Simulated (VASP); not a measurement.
# Mg16O16F (a cell with a defect) (F interstitial hop between voids) in VASP: a series of runs, part 2 of 2

VASP 6.6.1. Earlier steps stand in the parts before.

## (3) Single point, PBE

File INCAR:

```
SYSTEM = Mg16O16F
PREC = Accurate ; ENCUT = 520
EDIFF = 1E-6 ; ISMEAR = -1
SIGMA = 0.01 ; LREAL = Auto
LASPH = .True. ; NELM = 80
ALGO = Normal ; ISIF = 2
LWAVE = .False. ; LCHARG = .False.
GGA = PE ; NELECT = 136.0
NBANDS = 90
```

File KPOINTS:

```
Automatic mesh
0
Gamma
  1 1 1
  0.25 0.25 0.25
```

File POSCAR:

```
Mg16O16F
1.0
   -4.2543812300      4.2543812300      4.2543812300
    4.2543812300     -4.2543812300      4.2543812300
    4.2543812300      4.2543812300     -4.2543812300
Mg O F
16 16 1
Direct
   -0.0196472755     -0.0194991928      0.0022050210
    0.0061336769      0.2432088109      0.7500883977
   -0.0024987182      0.4976502776      0.4958115848
    0.0129023463      0.7595237298      0.2731830875
    0.2431938851      0.0061793945      0.7501189544
    0.2640198279      0.2641777827      0.4951345181
    0.2365573148      0.4874643075      0.2247793388
    0.2505581758      0.7507083468      0.0019409403
    0.4974060587     -0.0024334914      0.4958117023
    0.4872219691      0.2370149607      0.2249946463
    0.5209387406      0.5210870583      0.0022092519
    0.4747300232      0.7709684024      0.7464443895
    0.7592022965      0.0133825572      0.2733421001
    0.7504781136      0.2506387985      0.0019410578
    0.7712307202      0.4744852167      0.7464635462
    0.7301987838      0.7303568561      0.4951374562
    0.0108481110      0.0109155709      0.5225013650
   -0.0054881071      0.2546022421      0.2491174257
    0.0016983668      0.4953631060     -0.0021899777
    0.0001015424      0.7424407521      0.7488409778
    0.2543295820     -0.0052578739      0.2491093164
    0.2392825055      0.2393725303     -0.0206161590
    0.2479959935      0.5057194886      0.7488388623
    0.2457744014      0.7532224610      0.4997444717
    0.4952265409      0.0019596269     -0.0020662229
    0.5056571999      0.2480173832      0.7488393324
    0.4524086808      0.4527859390      0.4059800725
    0.4937591124      0.7538522823      0.2491317639
    0.7423774056      0.0001222269      0.7488408602
    0.7530931825      0.2460514099      0.4998931419
    0.7536139398      0.4940237808      0.2491230670
    0.7999685068      0.8002886474      0.1010478320
    0.6273063827      0.6269196049      0.7548325659
```

Potentials or basis: VASP PAW PBE potentials, release 64 (Mg, O, F).

Started as:

```
$ cat potpaw_PBE.64/Mg/POTCAR potpaw_PBE.64/O/POTCAR potpaw_PBE.64/F/POTCAR > POTCAR
$ mpirun -np 1 vasp_std > vasp.out
```

OUTCAR:

```text
SYSTEM = Mg16O16F
   PREC = Accurate
   ENCUT = 520
   EDIFF = 1E-6
   ISMEAR = -1
   LREAL = Auto
   LASPH = .True.
   NELM = 80
   ISIF = 2
   GGA = PE
   NELECT = 136.0

 ion  position               nearest neighbor table
   1  0.980  0.981  0.002-  32 2.04  21 2.16  18 2.16  29 2.18  20 2.18  22 2.30  33 2.46   4 2.97
                            13 2.97   6 2.98   8 3.01  14 3.01  16 3.05  10 3.06   7 3.06  12 3.06
   2  0.006  0.243  0.750-  17 1.98  22 1.98  19 2.15  30 2.15  29 2.15  23 2.15  15 2.80   5 2.85
                             7 2.86  13 2.87   8 3.05  14 3.05   3 3.06   9 3.06   6 3.09  16 3.09
   3  0.998  0.498  0.496-  18 2.07  31 2.07  20 2.11  23 2.11  24 2.13  30 2.13  15 2.88  12 2.88
                            13 2.92   4 2.92  14 2.97   6 3.01  16 3.01   8 3.05   5 3.06   2 3.06
   4  0.013  0.760  0.273-  32 1.84  24 1.98  21 2.14  31 2.14  17 2.14  19 2.25   5 2.87   3 2.92
                             9 2.92   1 2.97  11 2.97   7 3.00   6 3.04  16 3.04  13 3.05  14 3.06
   5  0.243  0.006  0.750-  17 1.98  22 1.98  25 2.14  24 2.15  20 2.15  26 2.15  12 2.81   2 2.85
                            10 2.86   4 2.87  14 3.05   8 3.05   9 3.06   3 3.06   6 3.09  16 3.09
   6  0.264  0.264  0.495-  27 2.05  21 2.16  18 2.16  23 2.18  26 2.18  17 2.28  33 2.53  10 2.97
                             7 2.98   1 2.98   3 3.01   9 3.01   4 3.04  13 3.05  11 3.05  12 3.06
   7  0.237  0.487  0.225-  27 1.86  19 2.00  22 2.11  28 2.13  18 2.13  24 2.26   2 2.86  14 2.93
[... 349 lines left out ...]
------------------------ aborting loop because EDIFF is reached ----------------------------------------

  FORCE on cell =-STRESS in cart. coord.  units (eV):
  Direction    XX          YY          ZZ          XY          YZ          ZX
  --------------------------------------------------------------------------------------
  -------------------------------------------------------------------------------------
  Total       36.1726340     36.1807060     11.0865650      6.5134329      0.0018483      0.0014446
  in kB      188.1574909    188.1994790     57.6684646     33.8806181      0.0096145      0.0075145
  external PRESSURE =     144.6751448 kB  Pullay stress =       0.0000000 kB

 VOLUME and BASIS-vectors are now :
 -----------------------------------------------------------------------------
  energy-cutoff  :      520.00
  volume of cell :      308.01
      direct lattice vectors                 reciprocal lattice vectors
    -4.254381230  4.254381230  4.254381230     0.000000000  0.117525904  0.117525904
     4.254381230 -4.254381230  4.254381230     0.117525904  0.000000000  0.117525904
     4.254381230  4.254381230 -4.254381230     0.117525904  0.117525904  0.000000000

 POSITION                                       TOTAL-FORCE (eV/Angst)
 -----------------------------------------------------------------------------------
      0.01001      0.00875      8.33284        -0.002774     -0.000894      0.005554
      4.19977      2.18255     -2.13036        -0.015354      0.012895     -0.000078
     -0.01719      4.23593      4.25157         0.002766     -0.000572      0.005520
      4.33864     -2.01419      2.12397         0.032347      0.031044     -0.000131
      2.18294      4.19964     -2.13036         0.008974     -0.014504     -0.000134
      2.10716      2.10582      0.14066         0.007693      0.009267      0.014082
[... 25 lines left out ...]
      0.43126      0.42853      6.37821        -0.017034     -0.053884     -0.001395
      3.20970      3.21299      2.12461        -0.023086     -0.043075      0.001187
 -----------------------------------------------------------------------------------
    total drift:                                0.000958      0.007195      0.005577

  FREE ENERGIE OF THE ION-ELECTRON SYSTEM (eV)
  ---------------------------------------------------
  free  energy   TOTEN  =      -184.8325787632 eV

  energy  without entropy=     -184.8325787632  energy(sigma->0) =     -184.83257876
```

OSZICAR:

```text
N       E                     dE             d eps       ncg     rms          rms(c)
DAV:   1     0.747631161833E+03    0.74763E+03   -0.68665E+04   188   0.139E+03
DAV:   2    -0.160959122545E+03   -0.90859E+03   -0.89089E+03   222   0.303E+02
DAV:   3    -0.213662118370E+03   -0.52703E+02   -0.52478E+02   216   0.762E+01
DAV:   4    -0.214090974673E+03   -0.42886E+00   -0.42785E+00   216   0.765E+00
DAV:   5    -0.214095546953E+03   -0.45723E-02   -0.45703E-02   216   0.741E-01    0.308E+01
DAV:   6    -0.185190133023E+03    0.28905E+02   -0.12306E+02   198   0.357E+01    0.922E+00
DAV:   7    -0.185014339744E+03    0.17579E+00   -0.27614E+00   200   0.631E+00    0.584E+00
DAV:   8    -0.184858402538E+03    0.15594E+00   -0.77324E-01   208   0.411E+00    0.137E+00
DAV:   9    -0.184831892090E+03    0.26510E-01   -0.86600E-02   216   0.141E+00    0.594E-01
DAV:  10    -0.184834130412E+03   -0.22383E-02   -0.99304E-02   192   0.115E+00    0.373E-01
DAV:  11    -0.184832142998E+03    0.19874E-02   -0.12853E-02   240   0.465E-01    0.119E-01
DAV:  12    -0.184832613447E+03   -0.47045E-03   -0.24534E-03   208   0.178E-01    0.508E-02
DAV:  13    -0.184832585770E+03    0.27677E-04   -0.21417E-04   224   0.545E-02    0.259E-02
DAV:  14    -0.184832580381E+03    0.53883E-05   -0.70887E-05   200   0.368E-02    0.111E-02
DAV:  15    -0.184832578224E+03    0.21576E-05   -0.16589E-05   200   0.166E-02    0.318E-03
DAV:  16    -0.184832578763E+03   -0.53942E-06   -0.23424E-06   152   0.659E-03
   1 F= -.18483258E+03 E0= -.18483258E+03  d E =-.948798E-14
```

stdout:

```text
POSCAR found type information on POSCAR MgO F
 POSCAR found :  3 types and      33 ions
 scaLAPACK will be used
 LDA part: xc-table for (Slater+PW92), standard interpolation
 POSCAR, INCAR and KPOINTS ok, starting setup
 FFT: planning ... GRIDC
 FFT: planning ... GRID_SOFT
 FFT: planning ... GRID
 WAVECAR not read
 entering main loop
 the old and the new charge density differ
 old charge density:   135.00000 new  136.00000
    0.308E+01
```

It took 2.4 min on 1 thread of Intel Xeon Platinum 8375C at 2.90GHz (Ice Lake), shared host; peak memory 0.41 GiB.

What came out:

- Free energy: -184.8326 eV
- Largest force: 0.057 eV/Å

Forces in eV/Å, atoms in the order of the input:
```
Mg  -0.003 -0.001  0.006
Mg  -0.015  0.013  0.000
Mg   0.003 -0.001  0.006
Mg   0.032  0.031  0.000
Mg   0.009 -0.015  0.000
Mg   0.008  0.009  0.014
Mg  -0.003  0.013  0.000
Mg   0.000 -0.003  0.003
Mg   0.002 -0.001 -0.004
Mg  -0.013 -0.006 -0.001
Mg  -0.002  0.000 -0.006
Mg   0.023  0.022 -0.001
Mg  -0.011  0.035  0.000
Mg   0.000 -0.002 -0.002
Mg   0.042  0.010 -0.001
Mg   0.008  0.010 -0.015
O   -0.015 -0.024 -0.001
O    0.001 -0.006 -0.008
O   -0.013  0.003  0.000
O   -0.006  0.013 -0.001
O   -0.009  0.004 -0.004
O    0.005 -0.001 -0.001
O    0.013 -0.007  0.006
O   -0.005  0.019 -0.001
O   -0.018 -0.009 -0.001
O   -0.007  0.013  0.002
O    0.014 -0.003 -0.001
O    0.001 -0.008  0.010
O    0.013 -0.006 -0.005
O   -0.007 -0.005  0.000
O   -0.010  0.002  0.006
O   -0.017 -0.054 -0.001
F   -0.023 -0.043  0.001
```

Levels at points of the mesh, in eV from the Fermi level:
```
           k point  band 66  band 67  band 68  band 69  band 70  band 71
(0.25, 0.25, 0.25)    -2.20    -1.87    -0.32     4.34     4.45     4.66
```

Caveat: the k points lie up to 1.04 Å⁻¹ apart; the cell carries a net charge on a neutralising background, which shifts energy and pressure; the cell is charged against a uniform background, so pressure and absolute levels hang on convention.
